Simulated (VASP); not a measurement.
# Al6H in VASP: further runs

Al6H is run at these levels: PBE; tasks: single point.

Everything below comes from runs of VASP 6.6.1. Logs are shortened: lines on timing, memory, paths and dates and some standing lists are left out, and cuts for length are marked.

### Step 1. The cell of the first run

The cell holds a slab with vacuum, 14 atoms: a = 5.714 Å, b = 5.714 Å, c = 22.175 Å, α = 90.00°, β = 90.00°, γ = 90.00°.

### Step 2. Single point, PBE

Input file INCAR:

```
SYSTEM = Al6H
  ALGO = Normal
  DIPOL = 0.5 0.5 0.293
  EDIFF = 1E-6
  ENCUT = 520
  GGA = PE
  IDIPOL = 3
  ISIF = 2
  ISMEAR = 0
  LASPH = .TRUE.
  LCHARG = .FALSE.
  LDIPOL = .TRUE.
  LREAL = .FALSE.
  LWAVE = .FALSE.
  NBANDS = 32
  NELM = 100
  PREC = Accurate
  SIGMA = 0.1
```

Input file KPOINTS:

```
k-points
0
G
  5 5 1
  0 0 0
```

Input file POSCAR:

```
Al6H
1.0
    5.7135165837      0.0000000000      0.0000000000
    0.0000000000      5.7135165837      0.0000000000
    0.0000000000      0.0000000000     22.1746954375
Al H
12 2
Direct
    0.2500000000      0.2500000000      0.1803857921
    0.2500000000      0.7500000000      0.1803857921
    0.7500000000      0.2500000000      0.1803857921
    0.7500000000      0.7500000000      0.1803857921
    0.0000000000      0.0000000000      0.2744050924
    0.0000000000      0.5000000000      0.2744050924
    0.5000000000      0.0000000000      0.2744050924
    0.5000000000      0.5000000000      0.2744050924
    0.2500000000      0.2500000000      0.3686497278
    0.2500000000      0.7500000000      0.3686497278
    0.7500000000      0.2500000000      0.3686497278
    0.7500000000      0.7500000000      0.3686497278
    0.0000000000     -0.0568826563      0.4033739928
    0.0000000000      0.0568826563      0.4033739928
```

Potentials or basis: VASP PAW PBE potentials, release 64 (Al, H).

Started as:

```console
cat potpaw_PBE.64/Al/POTCAR potpaw_PBE.64/H/POTCAR > POTCAR
mpirun -np 1 vasp_std > vasp.out
```

OUTCAR:

```text
SYSTEM = Al6H
   EDIFF = 1E-6
   ENCUT = 520
   GGA = PE
   ISIF = 2
   ISMEAR = 0
   LASPH = .TRUE.
   LREAL = .FALSE.
   NELM = 100
   PREC = Accurate

 ion  position               nearest neighbor table
   1  0.250  0.250  0.180-   2 2.86   3 2.86   2 2.86   3 2.86   7 2.90   8 2.90   5 2.90   6 2.90

   2  0.250  0.750  0.180-   1 2.86   4 2.86   1 2.86   4 2.86   7 2.90   8 2.90   5 2.90   6 2.90

   3  0.750  0.250  0.180-   1 2.86   4 2.86   4 2.86   1 2.86   7 2.90   8 2.90   5 2.90   6 2.90
[... 4 lines left out ...]
                            11 2.91  12 2.91   9 2.91  10 2.91
   6  0.000  0.500  0.274-   5 2.86   8 2.86   5 2.86   8 2.86   1 2.90   2 2.90   3 2.90   4 2.90
                            11 2.91  12 2.91   9 2.91  10 2.91
   7  0.500  0.000  0.274-   5 2.86   8 2.86   8 2.86   5 2.86   1 2.90   2 2.90   3 2.90   4 2.90
                            11 2.91  12 2.91   9 2.91  10 2.91
   8  0.500  0.500  0.274-   6 2.86   7 2.86   7 2.86   6 2.86   1 2.90   2 2.90   3 2.90   4 2.90
                            11 2.91  12 2.91   9 2.91  10 2.91
   9  0.250  0.250  0.369-  14 1.96  11 2.86  10 2.86  10 2.86  11 2.86   6 2.91   7 2.91   8 2.91
                             5 2.91
  10  0.250  0.750  0.369-  13 1.96  12 2.86   9 2.86   9 2.86  12 2.86   6 2.91   7 2.91   8 2.91
                             5 2.91
  11  0.750  0.250  0.369-  14 1.96  12 2.86   9 2.86  12 2.86   9 2.86   6 2.91   7 2.91   8 2.91
                             5 2.91
  12  0.750  0.750  0.369-  13 1.96  11 2.86  10 2.86  11 2.86  10 2.86   6 2.91   7 2.91   8 2.91
                             5 2.91
  13  0.000  0.943  0.403-  14 0.65  12 1.96  10 1.96
  14  0.000  0.057  0.403-  13 0.65  11 1.96   9 1.96

  LATTYP: Found a simple tetragonal cell.
 ALAT       =     5.7135165837
 C/A-ratio  =     3.8810940885

  Lattice vectors:

 A1 = (   5.7135165837,   0.0000000000,   0.0000000000)
 A2 = (   0.0000000000,   5.7135165837,   0.0000000000)
 A3 = (   0.0000000000,   0.0000000000,  22.1746954375)

Analysis of symmetry for initial positions (statically):
=====================================================================
 Subroutine PRICEL returns:
 Original cell was already a primitive cell.

 Routine SETGRP: Setting up the symmetry group for a
 simple tetragonal supercell.

 Subroutine GETGRP returns: Found  4 space group operations
 (whereof  4 operations were pure point group operations)
 out of a pool of 16 trial point group operations.

The static configuration has the point symmetry C_2v.

Analysis of symmetry for dynamics (positions and initial velocities):
=====================================================================
 Subroutine PRICEL returns:
 Original cell was already a primitive cell.

 Routine SETGRP: Setting up the symmetry group for a
 simple tetragonal supercell.

 Subroutine GETGRP returns: Found  4 space group operations
 (whereof  4 operations were pure point group operations)
 out of a pool of 16 trial point group operations.

The dynamic configuration has the point symmetry C_2v.

 Subroutine INISYM returns: Found  4 space group operations
 (whereof  4 operations are pure point group operations),
 and found     1 'primitive' translations

----------------------------------------------------------------------------------------

                                     Primitive cell

  volume of cell :     723.8768

  direct lattice vectors                    reciprocal lattice vectors
     5.713516584  0.000000000  0.000000000     0.175023558  0.000000000  0.000000000
     0.000000000  5.713516584  0.000000000     0.000000000  0.175023558  0.000000000
     0.000000000  0.000000000 22.174695437     0.000000000  0.000000000  0.045096448

  length of vectors
     5.713516584  5.713516584 22.174695437     0.175023558  0.175023558  0.045096448

  position of ions in fractional coordinates (direct lattice)
     0.250000000  0.250000000  0.180385792
     0.250000000  0.750000000  0.180385792
     0.750000000  0.250000000  0.180385792
     0.750000000  0.750000000  0.180385792
     0.000000000  0.000000000  0.274405092
     0.000000000  0.500000000  0.274405092
     0.500000000  0.000000000  0.274405092
     0.500000000  0.500000000  0.274405092
     0.250000000  0.250000000  0.368649728
     0.250000000  0.750000000  0.368649728
[... 44 lines left out ...]
 ===========================================

 Found      9 irreducible k-points:

 Following reciprocal coordinates:
            Coordinates               Weight
  0.000000  0.000000  0.000000      1.000000
  0.200000  0.000000  0.000000      2.000000
  0.000000  0.200000  0.000000      2.000000
  0.400000  0.000000  0.000000      2.000000
  0.000000  0.400000  0.000000      2.000000
  0.200000  0.200000  0.000000      4.000000
  0.400000  0.200000  0.000000      4.000000
 -0.200000  0.400000  0.000000      4.000000
  0.400000  0.400000  0.000000      4.000000
   k-points           NKPTS =      9   k-points in BZ     NKDIM =      9   number of bands    NBANDS=     32
   number of dos      NEDOS =    301   number of ions     NIONS =     14
   total plane-waves  NPLWV = 296352
   dimension x,y,z NGX =    42 NGY =   42 NGZ =  168
   dimension x,y,z NGXF=    84 NGYF=   84 NGZF=  336
   ions per type =              12   2
   NGX,Y,Z   is equivalent  to a cutoff of  12.22, 12.22, 12.60 a.u.
   NGXF,Y,Z  is equivalent  to a cutoff of  24.44, 24.44, 25.19 a.u.
 SYSTEM =  Al6H
   PREC   = accura    normal or accurate (medium, high low for compatibility)
   ISTART =      0    job   : 0-new  1-cont  2-samecut
   ICHARG =      2    charge: 1-file 2-atom 10-const
   ISPIN  =      1    spin polarized calculation?
   LNONCOLLINEAR =      F non collinear calculations
   LSORBIT =      F    spin-orbit coupling
   LASPH  =      T    aspherical Exc in radial PAW
   ENCUT  =  520.0 eV  38.22 Ry    6.18 a.u.  10.62 10.62 41.23*2*pi/ulx,y,z
   NELM   =    100;   NELMIN=  2; NELMDL= -5     # of ELM steps
   EDIFF  = 0.1E-05   stopping-criterion for ELM
   LREAL  =      F    real-space projection
   EDIFFG = 0.1E-04   stopping-criterion for IOM
   NSW    =      0    number of steps for IOM
   IBRION =     -1    ionic relax: 0-MD 1-quasi-New 2-CG
   NFREE  =      0    steps in history (QN), initial steepest desc. (CG)
   ISIF   =      2    stress and relaxation
   ISYM   =      2    0-nonsym 1-usesym 2-fastsym
   POTIM  = 0.5000    time-step for ionic-motion
   TEBEG  =    0.0;   TEEND  =   0.0 temperature during run
   PSTRESS=    0.0 pullay stress
   NELECT =      38.0000    total number of electrons
   NUPDOWN=      -1.0000    fix difference up-down
   EMIN   =  10.00;   EMAX   =-10.00  energy-range for DOS
   EFERMI =   0.00;   METHOD = LEGACY
   ISMEAR =     0;   SIGMA  =   0.10  broadening in eV -4-tet -1-fermi 0-gaus
   EFERMI_NEDOS =   21; number of points for ismear=-14 and -15
   IALGO  =     38    algorithm
   IMIX   =      4    mixing-type and parameters
     AMIX     =   0.40;   BMIX     =  1.00
     AMIX_MAG =   1.60;   BMIX_MAG =  1.00
  volume/ion in A,a.u.               =      51.71       348.93
  Fermi-wavevector in a.u.,A,eV,Ry     =   0.612982  1.158368  5.112350  0.375747
  Thomas-Fermi vector in A             =   1.669467
   LORBIT       =      0    0 simple, 1 ext, 2 COOP (PROOUT), +10 PAW based schemes
   GGA     = PE    functional components
   LHFCALC =     F    Hartree Fock is set to
   AEXX    =    0.0000 exact exchange contribution
   IVDW    =     0    specifies the selected vdW correction
   LEPSILON=     F    determine dielectric tensor
   LRPA    =     F    only Hartree local field effects (RPA)
 non-spin polarized calculation
 Gauss-broadening in eV      SIGMA  =   0.10
  energy-cutoff  :      520.00
  volume of cell :      723.88
 maximum number of plane-waves:     19525
   NGX = 21   NGY = 21   NGZ = 83

 dipolmoment           0.000000      0.000000      0.073029 electrons x Angstroem

 number of electron      37.9999998 magnetization

 dipolmoment           0.000000      0.000000     -0.044120 electrons x Angstroem

 Free energy of the ion-electron system (eV)
  ---------------------------------------------------
  ext. energy  EPLUGINS =         0.00000000
  ---------------------------------------------------
  free energy    TOTEN  =       -45.94904851 eV

  energy without entropy =      -45.91846683  energy(sigma->0) =      -45.93375767

 E-fermi :  -0.7702     XC(G=0):  -3.7660

 val. band max:       -0.9260333662   @ k =   0.0000   0.0000   0.0000
 cond. band min:      -0.7569666628   @ k =   0.4000   0.4000   0.0000
 fundamental gap:      0.1690667033
 Fermi energy:        -0.7702298465

 k-point     1 :       0.0000    0.0000    0.0000
  band No.  band energies     occupation
      1     -12.4330      2.00000
      2     -10.6135      2.00000
      3      -8.3056      2.00000
      4      -6.6372      2.00000
      5      -6.5963      2.00000
      6      -6.4533      2.00000
[... 295 lines left out ...]
     30       2.3478      0.00000
     31       2.6085      0.00000
 [bands above 31 left out]

------------------------ aborting loop because EDIFF is reached ----------------------------------------

 vacuum level on the upper side and lower side of the slab       (xc-potential included)        -0.136         0.108

  FORCE on cell =-STRESS in cart. coord.  units (eV):
  Direction    XX          YY          ZZ          XY          YZ          ZX
  --------------------------------------------------------------------------------------
  -------------------------------------------------------------------------------------
  Total       -4.1738932      0.5173041      1.3303342      0.0000000      0.0000000      0.0000000
  in kB       -9.2381980      1.1449640      2.9444670      0.0000000      0.0000000      0.0000000
  external PRESSURE =      -1.7162556 kB  Pullay stress =       0.0000000 kB

 VOLUME and BASIS-vectors are now :
 -----------------------------------------------------------------------------
  energy-cutoff  :      520.00
  volume of cell :      723.88
      direct lattice vectors                 reciprocal lattice vectors
     5.713516584  0.000000000  0.000000000     0.175023558  0.000000000  0.000000000
     0.000000000  5.713516584  0.000000000     0.000000000  0.175023558  0.000000000
     0.000000000  0.000000000 22.174695437     0.000000000  0.000000000  0.045096448

 POSITION                                       TOTAL-FORCE (eV/Angst)
 -----------------------------------------------------------------------------------
      1.42838      1.42838      4.00000        -0.001460     -0.001774      0.015248
      1.42838      4.28514      4.00000        -0.001460      0.001774      0.015248
      4.28514      1.42838      4.00000         0.001460     -0.001774      0.015248
      4.28514      4.28514      4.00000         0.001460      0.001774      0.015248
      0.00000      0.00000      6.08485         0.000000      0.000000     -0.074792
      0.00000      2.85676      6.08485         0.000000      0.000000     -0.060961
      2.85676      0.00000      6.08485         0.000000      0.000000     -0.063256
      2.85676      2.85676      6.08485         0.000000      0.000000      0.048745
      1.42838      1.42838      8.17470         0.724097      0.734086     -0.403238
      1.42838      4.28514      8.17470         0.724097     -0.734086     -0.403238
      4.28514      1.42838      8.17470        -0.724097      0.734086     -0.403238
      4.28514      4.28514      8.17470        -0.724097     -0.734086     -0.403238
      0.00000      5.38852      8.94470         0.000000     -7.455546      0.851111
      0.00000      0.32500      8.94470         0.000000      7.455546      0.851111
 -----------------------------------------------------------------------------------
    total drift:                                0.000000      0.000000      0.000153

  FREE ENERGIE OF THE ION-ELECTRON SYSTEM (eV)
  ---------------------------------------------------
  free  energy   TOTEN  =       -45.9490485076 eV

  energy  without entropy=      -45.9184668272  energy(sigma->0) =      -45.93375767

 vacuum level on the upper side and lower side of the slab         3.339         3.585
```

Wall time 12 min (1 thread of Intel Xeon 8259CL, shared host); peak memory 0.68 GiB.

What came out:

```
Free energy            : -45.9490 eV
Largest force          : 7.504 eV/Å
Band gap on the k mesh : zero (bands 19 and 20 overlap by 0.61 eV)
```

Forces on the atoms (eV/Å):
```
Al  -0.001 -0.002  0.015
Al  -0.001  0.002  0.015
Al   0.001 -0.002  0.015
Al   0.001  0.002  0.015
Al   0.000  0.000 -0.075
Al   0.000  0.000 -0.061
Al   0.000  0.000 -0.063
Al   0.000  0.000  0.049
Al   0.724  0.734 -0.403
Al   0.724 -0.734 -0.403
Al  -0.724  0.734 -0.403
Al  -0.724 -0.734 -0.403
H    0.000 -7.456  0.851
H    0.000  7.456  0.851
```

[end of part 1 of 2]
